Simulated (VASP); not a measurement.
Write the native input for VASP 6.6.1 that does the following.

```yaml
Task: single point
Functional: r2SCAN
Potentials_or_basis: VASP PAW PBE potentials, release 64 (As, Al, Bi_d)
Cutoff: 520 eV
k_mesh: 4 × 4 × 4
Occupations: fermi-dirac, width 0.02 eV
Spin: no spin polarisation
Dipole_correction: no
Further_INCAR_settings: ALGO = Normal; EDIFF = 1e-06; NBANDS = 41
```

The system is Al4Bi3As.

```xyz
8
Lattice="6.3102 0.0000 0.0000 0.0000 6.3102 0.0000 0.0000 0.0000 6.3102" Properties=species:S:1:pos:R:3 pbc="T T T"
As    0.0000    0.0000    0.0000
Al    4.8164    4.8164    4.8164
Al    1.4938    1.4938    4.8164
Al    1.4938    4.8164    1.4938
Al    4.8164    1.4938    1.4938
Bi    3.1551    3.1551    0.0000
Bi    3.1551    0.0000    3.1551
Bi    0.0000    3.1551    3.1551
```

This cell differs from its parent crystal: volume changed by +6%.

The input as run:

POSCAR

```
Al4Bi3As
1.0
    6.3101697004      0.0000000000      0.0000000000
    0.0000000000      6.3101697004      0.0000000000
    0.0000000000      0.0000000000      6.3101697004
As Al Bi
1 4 3
Direct
    0.0000000000      0.0000000000      0.0000000000
    0.7632712754      0.7632712754      0.7632712754
    0.2367287246      0.2367287246      0.7632712754
    0.2367287246      0.7632712754      0.2367287246
    0.7632712754      0.2367287246      0.2367287246
    0.5000000000      0.5000000000      0.0000000000
    0.5000000000      0.0000000000      0.5000000000
    0.0000000000      0.5000000000      0.5000000000
```

INCAR.step1

```
SYSTEM = Al4Bi3As
PREC = Accurate
ENCUT = 520
ISMEAR = -1
SIGMA = 0.02
LREAL = .False.
LASPH = .True.
NELM = 60
NBANDS = 41
GGA = PE
ALGO = Normal
EDIFF = 1E-4
LWAVE = .True.
LCHARG = .False.
```

INCAR.step2

```
SYSTEM = Al4Bi3As
PREC = Accurate
ENCUT = 520
EDIFF = 1E-6
ISMEAR = -1
SIGMA = 0.02
LREAL = .False.
LASPH = .True.
NELM = 60
ALGO = Normal
ISIF = 2
LWAVE = .False.
LCHARG = .True.
METAGGA = R2SCAN
LMIXTAU = .True.
LELF = .True.
LVHAR = .True.
NBANDS = 41
ISTART = 1
```

KPOINTS

```
regular mesh
0
Gamma
  4 4 4
  0 0 0
```

Potentials or basis: VASP PAW PBE potentials, release 64 (As, Al, Bi_d).

Run with:

```sh
$ cat potpaw_PBE.64/As/POTCAR potpaw_PBE.64/Al/POTCAR potpaw_PBE.64/Bi_d/POTCAR > POTCAR
$ cp INCAR.step1 INCAR
$ mpirun -np 1 vasp_std > vasp.out
$ cp INCAR.step2 INCAR
$ mpirun -np 1 vasp_std > vasp.out
```

Results of the run:

| Item | Value |
| --- | --- |
| Pressure | -2.7 GPa |
| Largest force | 0.017 eV/Å |
| Band gap on the k mesh | 0.03 eV, direct |

Caveat: the PAW data sets were made with another functional, which shifts forces and pressure a little; spin-orbit coupling is left out, which moves the levels of the heavy elements.

Run time: 6.1 min on 1 thread of Intel(R) Xeon(R) Platinum 8488C (Sapphire Rapids), with other jobs on the host, peak memory 0.41 GiB.
